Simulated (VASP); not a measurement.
# CoW2 (P6_3/mmc) in VASP: further runs, part 2 of 2

VASP 6.6.1. The steps go on from the part before.

## 4. Relaxation of cell and atoms, PBE, collinear spin, ferromagnetic start

This run uses another cell than the first one, of 15.04 Å³/atom.

The input, INCAR:

```
SYSTEM = CoW2
  ALGO = Normal
  EDIFF = 1E-7
  EDIFFG = -0.04
  ENCUT = 600
  GGA = PE
  IBRION = 2
  ISIF = 3
  ISMEAR = 0
  ISPIN = 2
  LASPH = .TRUE.
  LCHARG = .FALSE.
  LMAXMIX = 4
  LORBIT = 11
  LREAL = .FALSE.
  LWAVE = .FALSE.
  MAGMOM = 3 3 0 0 0 0
  NELM = 150
  NSW = 90
  PREC = Accurate
  SIGMA = 0.1
```

The input, KPOINTS:

```
k-points
0
G
  6 6 2
  0 0 0
```

The input, POSCAR:

```
CoW2
1.0
    2.7859222700      0.0000000000      0.0000000000
   -1.3929611300      2.4126794600      0.0000000000
    0.0000000000      0.0000000000     13.4252611000
Co W
2 4
Direct
    0.3333333300      0.6666666700      0.2500000000
    0.6666666700      0.3333333300      0.7500000000
    0.3333333300      0.6666666700      0.9166666700
    0.3333333300      0.6666666700      0.5833333300
    0.6666666700      0.3333333300      0.0833333300
    0.6666666700      0.3333333300      0.4166666700
```

Potentials or basis: VASP PAW PBE potentials, release 64 (Co, W_sv).

Run with:

```console
$ cat potpaw_PBE.64/Co/POTCAR potpaw_PBE.64/W_sv/POTCAR > POTCAR
$ mpirun -np 1 vasp_std > vasp.out
```

OUTCAR:

```text
SYSTEM = CoW2
   EDIFF = 1E-7
   EDIFFG = -0.04
   ENCUT = 600
   GGA = PE
   IBRION = 2
   ISIF = 3
   ISMEAR = 0
   ISPIN = 2
   LASPH = .TRUE.
   LORBIT = 11
   LREAL = .FALSE.
   NELM = 150
   NSW = 90
   PREC = Accurate

 ion  position               nearest neighbor table
   1  0.333  0.667  0.250-   5 2.76   6 2.76   5 2.76   6 2.76   5 2.76   6 2.76
   2  0.667  0.333  0.750-   3 2.76   4 2.76   3 2.76   4 2.76   3 2.76   4 2.76
   3  0.333  0.667  0.917-   5 2.76   5 2.76   5 2.76   2 2.76   2 2.76   2 2.76
   4  0.333  0.667  0.583-   6 2.76   6 2.76   6 2.76   2 2.76   2 2.76   2 2.76
   5  0.667  0.333  0.083-   3 2.76   3 2.76   3 2.76   1 2.76   1 2.76   1 2.76
   6  0.667  0.333  0.417-   4 2.76   4 2.76   4 2.76   1 2.76   1 2.76   1 2.76

  LATTYP: Found a hexagonal cell.
 ALAT       =     2.7859222700
 C/A-ratio  =     4.8189647086

  Lattice vectors:

 A1 = (   2.7859222700,   0.0000000000,   0.0000000000)
 A2 = (  -1.3929611300,   2.4126794600,   0.0000000000)
 A3 = (   0.0000000000,   0.0000000000,  13.4252611000)

Analysis of symmetry for initial positions (statically):
=====================================================================
 Subroutine PRICEL returns:
 Original cell was already a primitive cell.

 Routine SETGRP: Setting up the symmetry group for a
 hexagonal supercell.

 Subroutine GETGRP returns: Found 24 space group operations
 (whereof 12 operations were pure point group operations)
 out of a pool of 24 trial point group operations.

The static configuration has the point symmetry D_3d.
 The point group associated with its full space group is D_6h.

Analysis of symmetry for dynamics (positions and initial velocities):
=====================================================================
 Subroutine PRICEL returns:
 Original cell was already a primitive cell.

 Routine SETGRP: Setting up the symmetry group for a
 hexagonal supercell.

 Subroutine GETGRP returns: Found 24 space group operations
 (whereof 12 operations were pure point group operations)
 out of a pool of 24 trial point group operations.

The dynamic configuration has the point symmetry D_3d.
 The point group associated with its full space group is D_6h.

Analysis of structural, dynamic, and magnetic symmetry:
=====================================================================
 Subroutine PRICEL returns:
 Original cell was already a primitive cell.

 Routine SETGRP: Setting up the symmetry group for a
 hexagonal supercell.

 Subroutine GETGRP returns: Found 24 space group operations
 (whereof 12 operations were pure point group operations)
 out of a pool of 24 trial point group operations.

The overall configuration has the point symmetry D_3d.
 The point group associated with its full space group is D_6h.

 Subroutine INISYM returns: Found 24 space group operations
 (whereof 12 operations are pure point group operations),
 and found     1 'primitive' translations

----------------------------------------------------------------------------------------

                                     Primitive cell

  volume of cell :      90.2384

  direct lattice vectors                    reciprocal lattice vectors
     2.785922270  0.000000000  0.000000000     0.358947560  0.207238469  0.000000000
    -1.392961130  2.412679460  0.000000000     0.000000000  0.414476940  0.000000000
     0.000000000  0.000000000 13.425261100     0.000000000  0.000000000  0.074486447

  length of vectors
[... 57 lines left out ...]
  0.500000  0.000000  0.500000      3.000000
  0.166667  0.166667  0.500000      6.000000
  0.333333  0.166667  0.500000     12.000000
  0.333333  0.333333  0.500000      2.000000
   k-points           NKPTS =     14   k-points in BZ     NKDIM =     14   number of bands    NBANDS=     47
   number of dos      NEDOS =    301   number of ions     NIONS =      6
   total plane-waves  NPLWV =  62208
   dimension x,y,z NGX =    24 NGY =   24 NGZ =  108
   dimension x,y,z NGXF=    48 NGYF=   48 NGZF=  216
   ions per type =               2   4
   NGX,Y,Z   is equivalent  to a cutoff of  14.32, 14.32, 13.37 a.u.
   NGXF,Y,Z  is equivalent  to a cutoff of  28.64, 28.64, 26.75 a.u.
 SYSTEM =  CoW2
   PREC   = accura    normal or accurate (medium, high low for compatibility)
   ISTART =      0    job   : 0-new  1-cont  2-samecut
   ICHARG =      2    charge: 1-file 2-atom 10-const
   ISPIN  =      2    spin polarized calculation?
   LNONCOLLINEAR =      F non collinear calculations
   LSORBIT =      F    spin-orbit coupling
   LASPH  =      T    aspherical Exc in radial PAW
   ENCUT  =  600.0 eV  44.10 Ry    6.64 a.u.   5.56  5.56 26.81*2*pi/ulx,y,z
   NELM   =    150;   NELMIN=  2; NELMDL= -5     # of ELM steps
   EDIFF  = 0.1E-06   stopping-criterion for ELM
   LREAL  =      F    real-space projection
   EDIFFG = -.4E-01   stopping-criterion for IOM
   NSW    =     90    number of steps for IOM
   IBRION =      2    ionic relax: 0-MD 1-quasi-New 2-CG
   NFREE  =      1    steps in history (QN), initial steepest desc. (CG)
   ISIF   =      3    stress and relaxation
   ISYM   =      2    0-nonsym 1-usesym 2-fastsym
   POTIM  = 0.5000    time-step for ionic-motion
   TEBEG  =    0.0;   TEEND  =   0.0 temperature during run
   PSTRESS=    0.0 pullay stress
   NELECT =      74.0000    total number of electrons
   NUPDOWN=      -1.0000    fix difference up-down
   EMIN   =  10.00;   EMAX   =-10.00  energy-range for DOS
   EFERMI =   0.00;   METHOD = LEGACY
   ISMEAR =     0;   SIGMA  =   0.10  broadening in eV -4-tet -1-fermi 0-gaus
   EFERMI_NEDOS =   21; number of points for ismear=-14 and -15
   IALGO  =     38    algorithm
   IMIX   =      4    mixing-type and parameters
     AMIX     =   0.40;   BMIX     =  1.00
     AMIX_MAG =   1.60;   BMIX_MAG =  1.00
  volume/ion in A,a.u.               =      15.04       101.49
  Fermi-wavevector in a.u.,A,eV,Ry     =   1.532339  2.895701 31.947348  2.348064
  Thomas-Fermi vector in A             =   2.639559
   LORBIT       =     11    0 simple, 1 ext, 2 COOP (PROOUT), +10 PAW based schemes
   GGA     = PE    functional components
   LHFCALC =     F    Hartree Fock is set to
   AEXX    =    0.0000 exact exchange contribution
   IVDW    =     0    specifies the selected vdW correction
   LEPSILON=     F    determine dielectric tensor
   LRPA    =     F    only Hartree local field effects (RPA)
 conjugate gradient relaxation of ions
 spin polarized calculation
 Gauss-broadening in eV      SIGMA  =   0.10
  energy-cutoff  :      600.00
  volume of cell :       90.24
 maximum number of plane-waves:      3053
 NGX is ok and might be reduce to    24
   NGX = 11   NGY = 11   NGZ = 53

--------------------------------------- Ionic step        1  -------------------------------------------

 number of electron      73.9999988 magnetization       0.6658199

 Free energy of the ion-electron system (eV)
  ---------------------------------------------------
  ext. energy  EPLUGINS =         0.00000000
  ---------------------------------------------------
  free energy    TOTEN  =       -63.06238713 eV

  energy without entropy =      -63.02339951  energy(sigma->0) =      -63.04289332

 E-fermi :   9.9385     XC(G=0): -13.2033

 val. band max:        9.9313332510   @ k =   0.3333   0.0000   0.5000
 cond. band min:       9.9580804635   @ k =   0.3333   0.1667   0.5000
 fundamental gap:      0.0267472125
 Fermi energy:         9.9385184165

 spin component 1

 k-point     1 :       0.0000    0.0000    0.0000
  band No.  band energies     occupation
      1     -63.8081      1.00000
      2     -63.8081      1.00000
      3     -63.7239      1.00000
      4     -63.7238      1.00000
      5     -28.4655      1.00000
      6     -28.4616      1.00000
[... 1675 lines left out ...]
 number of electron      74.0000003 magnetization       0.0000438

 number of electron      74.0000003 magnetization      -0.0000168

 Free energy of the ion-electron system (eV)
  ---------------------------------------------------
  ext. energy  EPLUGINS =         0.00000000
  ---------------------------------------------------
  free energy    TOTEN  =       -63.98000096 eV

  energy without entropy =      -63.94829347  energy(sigma->0) =      -63.96414722

 E-fermi :  10.4199     XC(G=0): -13.4075

 val. band max:       10.4144375171   @ k =   0.3333   0.3333   0.0000
 cond. band min:      10.4226873441   @ k =   0.5000   0.0000   0.5000
 fundamental gap:      0.0082498270
 Fermi energy:        10.4198807296

 spin component 1

 k-point     1 :       0.0000    0.0000    0.0000
  band No.  band energies     occupation
      1     -63.3601      1.00000
      2     -63.3598      1.00000
      3     -63.3224      1.00000
      4     -63.3221      1.00000
      5     -27.9030      1.00000
      6     -27.8926      1.00000
[... 1425 lines left out ...]
  FREE ENERGIE OF THE ION-ELECTRON SYSTEM (eV)
  ---------------------------------------------------
  free  energy   TOTEN  =       -63.9800009641 eV

  energy  without entropy=      -63.9482934689  energy(sigma->0) =      -63.96414722

 reached required accuracy - stopping structural energy minimisation

 total charge

# of ion       s       p       d       tot
------------------------------------------
    1        0.460   0.494   7.321   8.275
    2        0.460   0.494   7.321   8.275
    3        2.421   6.320   3.336  12.077
    4        2.421   6.320   3.336  12.077
    5        2.421   6.320   3.336  12.077
    6        2.421   6.320   3.336  12.077
--------------------------------------------------
tot         10.606  26.268  27.984  64.859

 magnetization (x)

# of ion       s       p       d       tot
------------------------------------------
    1        0.000   0.000  -0.000  -0.000
    2        0.000   0.000  -0.000  -0.000
    3       -0.000   0.000   0.000   0.000
    4       -0.000   0.000   0.000   0.000
    5       -0.000   0.000   0.000   0.000
    6       -0.000   0.000   0.000   0.000
--------------------------------------------------
tot          0.000   0.000  -0.000  -0.000
```

Wall time 14 min (1 thread of Intel Xeon 6975P-C (Granite Rapids), shared host); peak memory 0.35 GiB.

What came out:

- Free energy: -63.9800 eV
- Relaxed volume: 14.56 Å³/atom
- Relaxed cell: a = 2.763 Å, b = 2.763 Å, c = 13.217 Å, α = 90.00°, β = 90.00°, γ = 120.00°
- Space group after relaxing (to 0.1 Å): P6_3/mmc (No. 194)
- Energy gained by relaxing: 152.9 meV/atom
- Ionic steps: 8
- Pressure after relaxing: 0.0 GPa
- Largest force after relaxing: 0.028 eV/Å
- Band gap on the k mesh: zero (filled and empty bands overlap)
- Net moment: 0.00 μB per cell
- Valence electrons inside the program's atomic spheres: Co 8.28; W 12.08

Forces on the atoms (eV/Å):
```
Co   0.000  0.000  0.000
Co   0.000  0.000  0.000
W    0.000  0.000  0.028
W    0.000  0.000 -0.028
W    0.000  0.000 -0.028
W    0.000  0.000  0.028
```

Stress tensor (GPa, compression positive):
```
 0.00  0.00  0.00
 0.00  0.00  0.00
 0.00  0.00 -0.13
```

Step by step:
```
step  energy change (eV)  largest force (eV/Å)  pressure (GPa)  volume (Å³)
   1              0.0000                3.4591           -2.66        90.24
   2             -0.7254                0.9251            2.61        86.98
   3             -0.8566                0.0629           -0.91        87.91
   4             -0.8571                0.1293           -1.08        87.97
   5             -0.9095                0.1015            2.45        86.57
   6             -0.9145                0.0352            1.58        86.88
   7             -0.9056                0.0147           -3.13        88.37
   8             -0.9176                0.0282           -0.04        87.38
```

Final structure:
```
Co W
1.0
     2.76297    0.00000    0.00000
    -1.38148    2.39280    0.00000
     0.00000    0.00000   13.21664
Co W
2 4
Direct
  0.33333 0.66667 0.25000
  0.66667 0.33333 0.75000
  0.33333 0.66667 0.90706
  0.33333 0.66667 0.59294
  0.66667 0.33333 0.09294
  0.66667 0.33333 0.40706
```

Caveat: the k points lie up to 0.44 Å⁻¹ apart in the final cell, too coarse for converged energies and pressures of a metal; the moments typed at the start vanished in this run; spin-orbit coupling is left out, which moves the levels of the heavy elements.

The gap in the log of VASP goes by the Fermi energy; the results here count the filled bands.